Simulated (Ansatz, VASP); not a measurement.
**One calculation of C, two programs**

File INCAR:

```
SYSTEM = C
PREC     = Accurate       ! precision mode
ENCUT    = 520            ! plane-wave cutoff, eV
EDIFF    = 1E-8           ! SCF threshold, eV
ISMEAR   = -1             ! smearing method
SIGMA    = 0.03           ! smearing width, eV
LREAL    = .False.        ! projectors in reciprocal space
LASPH    = .True.         ! aspherical terms in the spheres
NELM     = 120            ! most SCF steps
ALGO     = Normal         ! electronic algorithm
ISIF     = 2              ! what is computed and relaxed
LWAVE    = .False.        ! write WAVECAR
LCHARG   = .False.        ! write CHGCAR
GGA      = PE             ! functional
LEFG     = .True.       
NBANDS   = 11             ! bands
GGA_COMPAT= .False.
```

File KPOINTS:

```
Automatic mesh
0
Gamma
  14 14 14
  0 0 0
```

The input POSCAR:

```
C
1.0
    0.0000000000      1.7803725545      1.7803725545
    1.7803725545      0.0000000000      1.7803725545
    1.7803725545      1.7803725545      0.0000000000
C
2
Direct
    0.0000000000      0.0000000000      0.0000000000
    0.2500000000      0.2500000000      0.2500000000
```

Input for Ansatz:

```yaml
crystal:
  lattice:
    - [0.0, 1.7803725545, 1.7803725545]
    - [1.7803725545, 0.0, 1.7803725545]
    - [1.7803725545, 1.7803725545, 0.0]
  atoms:
    - { symbol: C, position: [0.0, 0.0, 0.0] }
    - { symbol: C, position: [0.25, 0.25, 0.25] }
kpoints:
  mp_grid: { grid: [14, 14, 14] }
  band_path:
    path:
      - [0.0, 0.0, 0.0]
      - [0.5, 0.0, 0.5]
      - [0.625, 0.25, 0.625]
      - [0.375, 0.375, 0.75]
      - [0.0, 0.0, 0.0]
      - [0.5, 0.5, 0.5]
      - [0.5, 0.25, 0.75]
      - [0.5, 0.0, 0.5]
    npoints: 5
scf:
  occupations: { method: fermi_dirac, width: 0.03 }
hamiltonian:
  xc: pbe
  pseudopotentials: { kind: paw }
output:
  forces: true
  stress: true
  eigenvalues: true
  efg: { contact_densities: true }
```

Alike in both runs: task electric field gradients; functional PBE; k mesh 14 × 14 × 14; occupations fermi-dirac, width 0.03 eV; no spin polarisation.

```csv
,VASP,Ansatz
version,VASP 6.6.1,Ansatz 0.2.0
potentials or method,"VASP PAW PBE potentials, release 64 (C)","PAW with Ansatz's default frozen-core files, scalar-relativistic"
plane-wave cutoff (eV),520,420
valence electrons in the cell,8,8
```

```csv
,VASP,Ansatz,Ansatz less VASP
gap on the k mesh at the Fermi level (eV),4.14,4.15,+0.008
pressure (GPa),4.7,4.0,-0.70
```

The functional is the same, so the differences come from potentials, cutoffs and numerics.
